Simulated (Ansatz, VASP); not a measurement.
**Two plane-wave programs on BaZrO3**

```
Ba Zr O
1.0
     4.22692    0.00000    0.00000
     0.00000    4.22692    0.00000
     0.00000    0.00000    4.22692
Ba Zr O
1 1 3
Direct
  0.00000 0.00000 0.00000
  0.50000 0.50000 0.50000
  0.00000 0.50000 0.50000
  0.50000 0.00000 0.50000
  0.50000 0.50000 0.00000
```

Alike in both runs: task single point; functional r2SCAN; k mesh 6 × 6 × 6; occupations gaussian, width 0.02 eV; no spin polarisation.

```csv
,VASP,Ansatz
version,VASP 6.6.1,Ansatz 0.2.0
potentials or method,"VASP PAW PBE potentials, release 64 (Ba_sv, Zr_sv, O), cutoff 520 eV","scalar-relativistic, plane waves, PAW"
valence electrons in the cell,40,40
```

```tsv
	VASP	Ansatz	Ansatz less VASP
gap on the k mesh at the Fermi level (eV)	3.64	3.69	+0.051
least direct gap on the mesh (eV)	3.91	3.93	+0.025
pressure (GPa)	-1.5	-2.5	-0.96
```

VASP's potentials were made for PBE, not for r2SCAN. The functional is the same, so the differences come from potentials, cutoffs and numerics.

Spin-orbit coupling is off throughout.
